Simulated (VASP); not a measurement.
# MgO (P6_3/mmc) in VASP: settings compared, part 2 of 2

VASP 6.6.1. Earlier steps stand in the parts before.

## (4) Single point, PBEsol

This run uses another cell than the first one, of 11.09 Å³/atom, 1.039 times its volume.

INCAR reads:

```
SYSTEM = MgO
ALGO = Normal
EDIFF = 1E-6
ENCUT = 520
GGA = PS
ISIF = 2
ISMEAR = 0
LASPH = .TRUE.
LCHARG = .FALSE.
LREAL = .FALSE.
LWAVE = .FALSE.
NBANDS = 16
NELM = 60
PREC = Accurate
SIGMA = 0.01
```

KPOINTS reads:

```
k-points
0
G
  6 6 4
  0 0 0
```

POSCAR reads:

```
MgO
1.0
    3.4939754292      0.0000000000      0.0000000000
   -1.7469877146      3.0258714818      0.0000000000
    0.0000000000      0.0000000000      4.1940193650
Mg O
2 2
Direct
    0.6666666667      0.3333333333      0.7500000000
    0.3333333333      0.6666666667      0.2500000000
    0.6666666667      0.3333333333      0.2500000000
    0.3333333333      0.6666666667      0.7500000000
```

Potentials or basis: VASP PAW PBE potentials, release 64 (Mg, O).

Run with:

```sh
> cat potpaw_PBE.64/Mg/POTCAR potpaw_PBE.64/O/POTCAR > POTCAR
> mpirun -np 1 vasp_std > vasp.out
```

OUTCAR:

```text
SYSTEM = MgO
   EDIFF = 1E-6
   ENCUT = 520
   GGA = PS
   ISIF = 2
   ISMEAR = 0
   LASPH = .TRUE.
   LREAL = .FALSE.
   NELM = 60
   PREC = Accurate

 ion  position               nearest neighbor table
   1  0.667  0.333  0.750-   4 2.02   4 2.02   4 2.02   3 2.10   3 2.10   2 2.91   2 2.91   2 2.91
                             2 2.91   2 2.91   2 2.91
   2  0.333  0.667  0.250-   3 2.02   3 2.02   3 2.02   4 2.10   4 2.10   1 2.91   1 2.91   1 2.91
                             1 2.91   1 2.91   1 2.91
   3  0.667  0.333  0.250-   2 2.02   2 2.02   2 2.02   1 2.10   1 2.10
   4  0.333  0.667  0.750-   1 2.02   1 2.02   1 2.02   2 2.10   2 2.10

  LATTYP: Found a hexagonal cell.
 ALAT       =     3.4939754292
 C/A-ratio  =     1.2003574295

  Lattice vectors:

 A1 = (   3.4939754292,   0.0000000000,   0.0000000000)
 A2 = (  -1.7469877146,   3.0258714818,   0.0000000000)
 A3 = (   0.0000000000,   0.0000000000,   4.1940193650)

Analysis of symmetry for initial positions (statically):
=====================================================================
 Subroutine PRICEL returns:
 Original cell was already a primitive cell.

[... 176 lines left out ...]
 fundamental gap:      3.2710664245
 Fermi energy:         1.8848495057

 k-point     1 :       0.0000    0.0000    0.0000
  band No.  band energies     occupation
      1     -15.0040      2.00000
      2     -13.5961      2.00000
      3      -1.8381      2.00000
      4       0.0925      2.00000
      5       0.0925      2.00000
      6       1.0260      2.00000
[... 376 lines left out ...]
      3      -1.7832      2.00000
      4      -1.7832      2.00000
      5      -0.6730      2.00000
      6      -0.6730      2.00000
[... 8 lines left out ...]
     15      19.1493      0.00000
     16      19.1493      0.00000

------------------------ aborting loop because EDIFF is reached ----------------------------------------

  FORCE on cell =-STRESS in cart. coord.  units (eV):
  Direction    XX          YY          ZZ          XY          YZ          ZX
  --------------------------------------------------------------------------------------
  -------------------------------------------------------------------------------------
  Total       -0.0891919     -0.0891919     -0.1130559     -0.0000000      0.0000000      0.0000000
  in kB       -3.2228137     -3.2228137     -4.0851030     -0.0000000      0.0000000      0.0000000
  external PRESSURE =      -3.5102435 kB  Pullay stress =       0.0000000 kB

 VOLUME and BASIS-vectors are now :
 -----------------------------------------------------------------------------
  energy-cutoff  :      520.00
  volume of cell :       44.34
      direct lattice vectors                 reciprocal lattice vectors
     3.493975429  0.000000000  0.000000000     0.286206935  0.165241651  0.000000000
    -1.746987715  3.025871482  0.000000000     0.000000000  0.330483302  0.000000000
     0.000000000  0.000000000  4.194019365     0.000000000  0.000000000  0.238434760

 POSITION                                       TOTAL-FORCE (eV/Angst)
 -----------------------------------------------------------------------------------
      1.74699      1.00862      3.14551         0.000000     -0.000000      0.000000
     -0.00000      2.01725      1.04850        -0.000000      0.000000      0.000000
      1.74699      1.00862      1.04850        -0.000000     -0.000000      0.000000
     -0.00000      2.01725      3.14551         0.000000      0.000000      0.000000
 -----------------------------------------------------------------------------------
    total drift:                               -0.000000      0.000000     -0.000000

  FREE ENERGIE OF THE ION-ELECTRON SYSTEM (eV)
  ---------------------------------------------------
  free  energy   TOTEN  =       -24.7588979230 eV

  energy  without entropy=      -24.7588979230  energy(sigma->0) =      -24.75889792
```

OSZICAR:

```text
N       E                     dE             d eps       ncg     rms          rms(c)
DAV:   1     0.649947902896E+02    0.64995E+02   -0.75661E+03   672   0.892E+02
DAV:   2    -0.241776408740E+02   -0.89172E+02   -0.79165E+02   920   0.201E+02
DAV:   3    -0.283565106429E+02   -0.41789E+01   -0.41666E+01   792   0.452E+01
DAV:   4    -0.283733741522E+02   -0.16864E-01   -0.16863E-01   784   0.334E+00
DAV:   5    -0.283734563150E+02   -0.82163E-04   -0.82163E-04   768   0.226E-01    0.104E+01
DAV:   6    -0.248712531390E+02    0.35022E+01   -0.90276E+00   680   0.232E+01    0.351E+00
DAV:   7    -0.247978825135E+02    0.73371E-01   -0.14405E-01   680   0.308E+00    0.207E+00
DAV:   8    -0.247610056829E+02    0.36877E-01   -0.92310E-02   720   0.317E+00    0.503E-01
DAV:   9    -0.247584258900E+02    0.25798E-02   -0.62890E-03   808   0.699E-01    0.111E-01
DAV:  10    -0.247588933276E+02   -0.46744E-03   -0.36583E-04   680   0.147E-01    0.196E-02
DAV:  11    -0.247588999941E+02   -0.66665E-05   -0.13995E-05   776   0.260E-02    0.169E-02
DAV:  12    -0.247588981819E+02    0.18122E-05   -0.39163E-06   704   0.165E-02    0.437E-03
DAV:  13    -0.247588979230E+02    0.25891E-06   -0.67024E-07   400   0.668E-03
   1 F= -.24758898E+02 E0= -.24758898E+02  d E =-.297996E-16
```

It took 7.1 s on 1 thread of AMD EPYC 9R45 (Zen 5), shared host; peak memory 0.13 GiB.

Results:

- Free energy: -24.7589 eV
- Pressure: -0.4 GPa
- Band gap on the k mesh: 3.27 eV, direct

Stress tensor (GPa, compression positive):
```
-0.32  0.00  0.00
 0.00 -0.32  0.00
 0.00  0.00 -0.41
```

Caveat: the PAW data sets were made with another functional, which shifts forces and pressure a little.

## (5) Relaxation of cell and atoms, PBEsol

This run uses another cell than the first one, of 10.99 Å³/atom, 1.031 times its volume.

INCAR reads:

```
SYSTEM = MgO
PREC = Accurate
ENCUT = 600
EDIFF = 1E-6
ISMEAR = 0
SIGMA = 0.01
LREAL = .FALSE.
LASPH = .TRUE.
NELM = 80
ALGO = Normal
ISIF = 3
LWAVE = .FALSE.
LCHARG = .FALSE.
GGA = PS
IBRION = 2
NSW = 80
EDIFFG = -0.01
```

KPOINTS reads:

```
regular mesh
0
G
  6 6 4
  0 0 0
```

POSCAR reads:

```
MgO
1.0
    3.4863778600      0.0000000000      0.0000000000
   -1.7431889300      3.0192918000      0.0000000000
    0.0000000000      0.0000000000      4.1780412200
Mg O
2 2
Direct
    0.6666666667      0.3333333333      0.7500000000
    0.3333333333      0.6666666667      0.2500000000
    0.6666666667      0.3333333333      0.2500000000
    0.3333333333      0.6666666667      0.7500000000
```

Run with:

```sh
> cat potpaw_PBE.64/Mg/POTCAR potpaw_PBE.64/O/POTCAR > POTCAR
> mpirun -np 1 vasp_std > vasp.out
```

Run time: 14 s. Hardware: 1 thread of AMD EPYC 9R45 (Zen 5), shared host; peak memory 0.15 GiB.

The run converged. Its results:

```
Free energy                            : -24.7642 eV
Relaxed volume                         : 11.04 Å³/atom
Relaxed cell                           : a = 3.491 Å, b = 3.491 Å, c = 4.186 Å, α = 90.00°, β = 90.00°, γ = 120.00°
Space group after relaxing (to 0.05 Å) : P6_3/mmc (No. 194)
Energy gained by relaxing              : 0.1 meV/atom
Ionic steps                            : 3
Pressure after relaxing                : 0.0 GPa
Band gap on the k mesh                 : 3.29 eV, direct
```

Stress tensor (GPa, compression positive):
```
-0.05  0.00  0.00
 0.00 -0.05  0.00
 0.00  0.00  0.07
```

Step by step:
| step | energy change (eV) | largest force (eV/Å) | pressure (GPa) | volume (Å³) |
| --- | --- | --- | --- | --- |
| 1 | 0.0000 | 0.0000 | 0.60 | 43.98 |
| 2 | -0.0003 | 0.0000 | -0.22 | 44.24 |
| 3 | -0.0004 | 0.0000 | -0.01 | 44.17 |

Final structure:
```xyz
4
Lattice="3.4906 0.0000 0.0000 -1.7453 3.0230 0.0000 0.0000 0.0000 4.1861" Properties=species:S:1:pos:R:3 pbc="T T T"
Mg    1.7453    1.0077    3.1396
Mg    0.0000    2.0153    1.0465
O     1.7453    1.0077    1.0465
O     0.0000    2.0153    3.1396
```

Levels at points of the mesh, in eV from the valence-band top:
```tsv
k point	band 6	band 7	band 8	band 9	band 10	band 11
(0.00, 0.00, 0.00)	-0.81	-0.81	0.00	3.29	9.35	12.06
(0.50, 0.00, 0.00)	-1.98	-1.31	-0.53	6.83	8.96	9.67
(0.00, 0.00, 0.50)	-1.30	-1.30	-1.30	6.33	6.33	12.75
(0.50, 0.00, 0.50)	-1.55	-0.83	-0.83	7.16	7.16	11.84
```

Caveat: the PAW data sets were made with another functional, which shifts forces and pressure a little. A hybrid or GW would open this gap; PBEsol tends to underestimate it.

## (6) Relaxation of cell and atoms, LDA

This run uses another cell than the first one, of 10.99 Å³/atom, 1.031 times its volume.

INCAR reads:

```
SYSTEM = MgO
PREC = Accurate ; ENCUT = 600
EDIFF = 1E-7 ; ISMEAR = 0
SIGMA = 0.01 ; LREAL = .False.
LASPH = .True. ; NELM = 100
ALGO = Normal ; ISIF = 3
LWAVE = .False. ; LCHARG = .False.
IBRION = 2 ; NSW = 80
EDIFFG = -0.01
```

KPOINTS reads:

```
Automatic mesh
0
Gamma
  6 6 4
  0 0 0
```

POSCAR is that of step 5.

Potentials or basis: VASP PAW LDA potentials, release 64 (Mg, O).

Run with:

```sh
> cat potpaw_LDA.64/Mg/POTCAR potpaw_LDA.64/O/POTCAR > POTCAR
> mpirun -np 1 vasp_std > vasp.out
```

OUTCAR:

```text
SYSTEM = MgO
   PREC = Accurate
   ENCUT = 600
   EDIFF = 1E-7
   ISMEAR = 0
   LREAL = .False.
   LASPH = .True.
   NELM = 100
   ISIF = 3
   IBRION = 2
   NSW = 80
   EDIFFG = -0.01

 ion  position               nearest neighbor table
   1  0.667  0.333  0.750-   4 2.01   4 2.01   4 2.01   3 2.09   3 2.09   2 2.90   2 2.90   2 2.90
                             2 2.90   2 2.90   2 2.90
   2  0.333  0.667  0.250-   3 2.01   3 2.01   3 2.01   4 2.09   4 2.09   1 2.90   1 2.90   1 2.90
                             1 2.90   1 2.90   1 2.90
   3  0.667  0.333  0.250-   2 2.01   2 2.01   2 2.01   1 2.09   1 2.09
   4  0.333  0.667  0.750-   1 2.01   1 2.01   1 2.01   2 2.09   2 2.09

  LATTYP: Found a hexagonal cell.
 ALAT       =     3.4863778600
 C/A-ratio  =     1.1983902456

  Lattice vectors:

 A1 = (   3.4863778600,   0.0000000000,   0.0000000000)
 A2 = (  -1.7431889300,   3.0192918000,   0.0000000000)
 A3 = (   0.0000000000,   0.0000000000,   4.1780412200)

Analysis of symmetry for initial positions (statically):
=====================================================================
 Subroutine PRICEL returns:
 Original cell was already a primitive cell.

 Routine SETGRP: Setting up the symmetry group for a
 hexagonal supercell.
[... 162 lines left out ...]

 number of electron      15.9999998 magnetization

 Free energy of the ion-electron system (eV)
  ---------------------------------------------------
  ext. energy  EPLUGINS =         0.00000000
  ---------------------------------------------------
  free energy    TOTEN  =       -26.50309309 eV

  energy without entropy =      -26.50309309  energy(sigma->0) =      -26.50309309

------------------------ aborting loop because EDIFF is reached ----------------------------------------

  FORCE on cell =-STRESS in cart. coord.  units (eV):
  Direction    XX          YY          ZZ          XY          YZ          ZX
  --------------------------------------------------------------------------------------
  -------------------------------------------------------------------------------------
  Total       -1.6326863     -1.6326863     -1.6449062      0.0000000      0.0000000      0.0000000
  in kB      -59.4786462    -59.4786465    -59.9238172      0.0000000      0.0000000      0.0000000
  external PRESSURE =     -59.6270366 kB  Pullay stress =       0.0000000 kB
[... 177 lines left out ...]
--------------------------------------- Ionic step        6  -------------------------------------------

 number of electron      16.0000000 magnetization

 Free energy of the ion-electron system (eV)
  ---------------------------------------------------
  ext. energy  EPLUGINS =         0.00000000
  ---------------------------------------------------
  free energy    TOTEN  =       -26.53954647 eV

  energy without entropy =      -26.53954647  energy(sigma->0) =      -26.53954647

 E-fermi :   2.1044     XC(G=0): -10.7973

 val. band max:        1.9756759021   @ k =   0.0000   0.0000   0.0000
 cond. band min:       5.5306650741   @ k =   0.0000   0.0000   0.0000
 fundamental gap:      3.5549891721
 Fermi energy:         2.1044052712

 k-point     1 :       0.0000    0.0000    0.0000
  band No.  band energies     occupation
      1     -14.8864      2.00000
      2     -13.2970      2.00000
      3      -1.8958      2.00000
      4       0.1284      2.00000
      5       0.1284      2.00000
      6       1.1008      2.00000
      7       1.1008      2.00000
      8       1.9757      2.00000
      9       5.5307      0.00000
     10      11.5616      0.00000
     11      14.3703      0.00000
     12      14.5362      0.00000
[... 329 lines left out ...]
  FREE ENERGIE OF THE ION-ELECTRON SYSTEM (eV)
  ---------------------------------------------------
  free  energy   TOTEN  =       -26.5395464747 eV

  energy  without entropy=      -26.5395464747  energy(sigma->0) =      -26.53954647

 reached required accuracy - stopping structural energy minimisation
```

OSZICAR:

```text
N       E                     dE             d eps       ncg     rms          rms(c)
DAV:   1     0.767650433476E+02    0.76765E+02   -0.86249E+03   504   0.134E+03
DAV:   2    -0.254127654986E+02   -0.10218E+03   -0.91821E+02   720   0.250E+02
DAV:   3    -0.304923872651E+02   -0.50796E+01   -0.50520E+01   616   0.613E+01
DAV:   4    -0.305227104897E+02   -0.30323E-01   -0.30313E-01   580   0.551E+00
[... 43 lines left out ...]
       N       E                     dE             d eps       ncg     rms          rms(c)
DAV:   1    -0.265395665361E+02   -0.28511E-04   -0.16214E-03   512   0.401E-01    0.291E-02
DAV:   2    -0.265395531129E+02    0.13423E-04   -0.10596E-05   556   0.340E-02    0.165E-02
DAV:   3    -0.265395464818E+02    0.66312E-05   -0.69427E-06   544   0.268E-02    0.109E-03
DAV:   4    -0.265395464747E+02    0.71016E-08   -0.37152E-07   484   0.559E-03
   6 F= -.26539546E+02 E0= -.26539546E+02  d E =-.612663E-04
```

CONTCAR:

```text
MgO
   1.00000000000000
     3.4347843409391707    0.0000000000000000   -0.0000000000000000
    -1.7173921704695854    2.9746105015546940    0.0000000000000000
    -0.0000000000000000    0.0000000000000000    4.1231751195691420
  Mg              O
     2     2
Direct
     0.6666666667000030    0.3333333332999970    0.7500000000000000
     0.3333333332999970    0.6666666667000030    0.2500000000000000
     0.6666666667000030    0.3333333332999970    0.2500000000000000
     0.3333333332999970    0.6666666667000030    0.7500000000000000

  0.00000000E+00  0.00000000E+00  0.00000000E+00
  0.00000000E+00  0.00000000E+00  0.00000000E+00
  0.00000000E+00  0.00000000E+00  0.00000000E+00
  0.00000000E+00  0.00000000E+00  0.00000000E+00
```

Run time: 21 s. Hardware: 1 thread of AMD EPYC 9R45 (Zen 5), shared host; peak memory 0.13 GiB.

Results:

| Item | Value |
| --- | --- |
| Free energy | -26.5395 eV |
| Relaxed volume | 10.53 Å³/atom |
| Relaxed cell | a = 3.435 Å, b = 3.435 Å, c = 4.123 Å, α = 90.00°, β = 90.00°, γ = 120.00° |
| Space group after relaxing (to 0.05 Å) | P6_3/mmc (No. 194) |
| Energy gained by relaxing | 9.1 meV/atom |
| Ionic steps | 6 |
| Pressure after relaxing | -0.1 GPa |
| Band gap on the k mesh | 3.56 eV, direct |

Step by step:
| step | energy change (eV) | largest force (eV/Å) | pressure (GPa) | volume (Å³) |
| --- | --- | --- | --- | --- |
| 1 | 0.0000 | 0.0000 | -5.96 | 43.98 |
| 2 | -0.0313 | 0.0000 | 2.48 | 41.43 |
| 3 | -0.0364 | 0.0000 | 0.00 | 42.10 |
| 4 | -0.0364 | 0.0000 | -0.13 | 42.13 |
| 5 | -0.0364 | 0.0000 | -0.12 | 42.13 |
| 6 | -0.0365 | 0.0000 | -0.12 | 42.13 |

Final structure:
```
Mg O
1.0
     3.43478    0.00000    0.00000
    -1.71739    2.97461    0.00000
     0.00000    0.00000    4.12318
Mg O
2 2
Cartesian
  1.7174 0.9915 3.0924
  0.0000 1.9831 1.0308
  1.7174 0.9915 1.0308
  0.0000 1.9831 3.0924
```

## (7) Relaxation of cell and atoms, BLYP+D3(BJ)

This run uses another cell than the first one, of 10.99 Å³/atom, 1.031 times its volume.

INCAR reads:

```
SYSTEM = MgO
PREC     = Accurate       ! precision mode
ENCUT    = 600            ! plane-wave cutoff, eV
EDIFF    = 1E-7           ! SCF threshold, eV
ISMEAR   = 0              ! smearing method
SIGMA    = 0.01           ! smearing width, eV
LREAL    = .FALSE.        ! projectors in reciprocal space
LASPH    = .TRUE.         ! aspherical terms in the spheres
NELM     = 80             ! most SCF steps
ALGO     = Normal         ! electronic algorithm
ISIF     = 3              ! what is computed and relaxed
LWAVE    = .FALSE.        ! write WAVECAR
LCHARG   = .FALSE.        ! write CHGCAR
GGA      = B5             ! functional
ALDAX    = 1.0          
AGGAX    = 1.0          
AGGAC    = 1.0          
ALDAC    = 0.0          
IVDW     = 12             ! dispersion correction
VDW_S6   = 1.0          
VDW_S8   = 2.6996       
VDW_A1   = 0.4298       
VDW_A2   = 4.2359       
IBRION   = 2              ! ionic algorithm
NSW      = 80             ! ionic steps
EDIFFG   = -0.01          ! ionic threshold
```

KPOINTS reads:

```
regular mesh
0
G
  6 6 4
  0 0 0
```

POSCAR is that of step 6.

Potentials or basis: VASP PAW PBE potentials, release 64 (Mg, O).

Run with:

```sh
> cat potpaw_PBE.64/Mg/POTCAR potpaw_PBE.64/O/POTCAR > POTCAR
> mpirun -np 1 vasp_std > vasp.out
```

Run time: 74 s. Hardware: 1 thread of AMD EPYC 9R45 (Zen 5), shared host; peak memory 0.15 GiB.

The run converged. Its results:

```
Free energy                            : -24.8526 eV
Relaxed volume                         : 10.80 Å³/atom
Relaxed cell                           : a = 3.456 Å, b = 3.456 Å, c = 4.175 Å, α = 90.00°, β = 90.00°, γ = 120.00°
Space group after relaxing (to 0.05 Å) : P6_3/mmc (No. 194)
Energy gained by relaxing              : 1.8 meV/atom
Ionic steps                            : 5
Pressure after relaxing                : 0.0 GPa
Band gap on the k mesh                 : 3.80 eV, direct
Dispersion energy per atom             : -0.550 eV
```

Step by step:
```
step  energy change (eV)  largest force (eV/Å)  pressure (GPa)  volume (Å³)
   1              0.0000                0.0000           -2.42        43.98
   2             -0.0063                0.0000            0.84        42.93
   3             -0.0068                0.0000            0.10        43.15
   4             -0.0071                0.0000            0.01        43.17
   5             -0.0072                0.0000           -0.01        43.18
```

Final structure:
```cif
data_structure
_symmetry_space_group_name_H-M 'P 1'
_symmetry_Int_Tables_number 1
_cell_length_a 3.4559
_cell_length_b 3.4559
_cell_length_c 4.1748
_cell_angle_alpha 90.000
_cell_angle_beta 90.000
_cell_angle_gamma 120.000
_cell_volume 43.18
loop_
_atom_site_label
_atom_site_type_symbol
_atom_site_fract_x
_atom_site_fract_y
_atom_site_fract_z
_atom_site_occupancy
Mg1 Mg 0.66667 0.33333 0.75000 1
Mg2 Mg 0.33333 0.66667 0.25000 1
O1 O 0.66667 0.33333 0.25000 1
O2 O 0.33333 0.66667 0.75000 1
```

Levels at points of the mesh, in eV from the valence-band top:
```tsv
k point	band 5	band 6	band 7	band 8	band 9	band 10	band 11	band 12
(0.00, 0.00, 0.00)	-1.75	-0.84	-0.84	0.00	3.80	9.67	12.62	12.80
(0.50, 0.00, 0.00)	-2.35	-2.00	-1.30	-0.56	7.34	9.36	10.19	12.35
(0.00, 0.00, 0.50)	-1.31	-1.31	-1.31	-1.31	6.78	6.78	13.17	13.17
(0.50, 0.00, 0.50)	-1.56	-1.56	-0.84	-0.84	7.66	7.66	12.27	12.27
```

Caveat: the PAW data sets were made with another functional, which shifts forces and pressure a little.

## (8) Summary

```tsv
task	level	potentials or basis	cell	cutoff (eV)	gap on the mesh (eV)	pressure (GPa)	relaxed volume (Å³/atom)
single point	LDA	VASP PAW LDA potentials, release 64 (Mg, O)	a = 3.451, b = 3.451, c = 4.138 Å, angles 90.0, 90.0, 120.0°, 4 atoms	520	3.49	-1.7	-
single point	BLYP+D3(BJ)	VASP PAW PBE potentials, release 64 (Mg, O)	a = 3.457, b = 3.457, c = 4.183 Å, angles 90.0, 90.0, 120.0°, 4 atoms	520	3.79	-0.2	-
single point	PBEsol	VASP PAW PBE potentials, release 64 (Mg, O)	a = 3.494, b = 3.494, c = 4.194 Å, angles 90.0, 90.0, 120.0°, 4 atoms	520	3.27	-0.4	-
relaxation of cell and atoms	PBEsol	VASP PAW PBE potentials, release 64 (Mg, O)	relaxed from a = 3.486, b = 3.486, c = 4.178 Å, angles 90.0, 90.0, 120.0°, 4 atoms	600	3.29	0.0	11.04
relaxation of cell and atoms	LDA	VASP PAW LDA potentials, release 64 (Mg, O)	relaxed from a = 3.486, b = 3.486, c = 4.178 Å, angles 90.0, 90.0, 120.0°, 4 atoms	600	3.56	-0.1	10.53
relaxation of cell and atoms	BLYP+D3(BJ)	VASP PAW PBE potentials, release 64 (Mg, O)	relaxed from a = 3.486, b = 3.486, c = 4.178 Å, angles 90.0, 90.0, 120.0°, 4 atoms	600	3.80	0.0	10.80
```

Alike in all rows: no spin polarisation; k mesh 6 × 6 × 4; smearing gaussian 0.01 eV.

Caveats: the PAW data sets were made with another functional, which shifts forces and pressure a little (some runs).

Total energies depend on the potentials used, so only differences within one code and one set of settings carry meaning.
